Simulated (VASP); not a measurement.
Wanted: the native input for a VASP 6.6.1 run.

```
Task                   : single point
Functional             : PBE
Potentials or basis    : VASP PAW PBE potentials, release 64 (In_d, Sb)
Cutoff                 : 520 eV
k mesh                 : 8 × 8 × 8
Occupations            : gaussian, width 0.1 eV
Spin                   : no spin polarisation
Dipole correction      : no
Further INCAR settings : ALGO = Fast; EDIFF = 1e-06; NBANDS = 44
```

The structure of In5Sb lies in POSCAR:

```
In5Sb
1.0
    0.0000000000      4.4368234483      4.4368234483
    4.4368234483      0.0000000000      4.4368234483
    4.4368234483      4.4368234483      0.0000000000
In Sb
5 1
Direct
    0.1242944526      0.6252351825      0.6252351825
    0.6252351825      0.1242944526      0.6252351825
    0.2500000000      0.2500000000      0.2500000000
    0.6252351825      0.6252351825      0.1242944526
    0.6252351825      0.6252351825      0.6252351825
    0.0000000000      0.0000000000      0.0000000000
```

The cell was generated, and may not be a known phase.

One way to write it, as run:

INCAR

```
PREC = Accurate
ENCUT = 520
EDIFF = 1E-6
ISMEAR = 0
SIGMA = 0.1
LREAL = False
LASPH = True
NELM = 60
ALGO = Fast
ISIF = 2
LWAVE = False
LCHARG = True
GGA = PE
LELF = True
LVHAR = True
NBANDS = 44
```

KPOINTS

```
Automatic mesh
0
Gamma
  8 8 8
```

Potentials or basis: VASP PAW PBE potentials, release 64 (In_d, Sb).

Launch:

```console
$ cat potpaw_PBE.64/In_d/POTCAR potpaw_PBE.64/Sb/POTCAR > POTCAR
$ mpirun -np 1 vasp_std > vasp.out
```

It gave:

| Quantity | Value |
| --- | --- |
| Pressure | 0.0 GPa |
| Band gap on the k mesh | zero (bands 35 and 36 overlap by 1.88 eV) |

Caveat: spin-orbit coupling is left out, which moves the levels of the heavy elements.

Run time: 3.7 min on 1 thread of Intel(R) Xeon(R) 6975P-C (Granite Rapids), with other jobs on the host, peak memory 0.43 GiB.
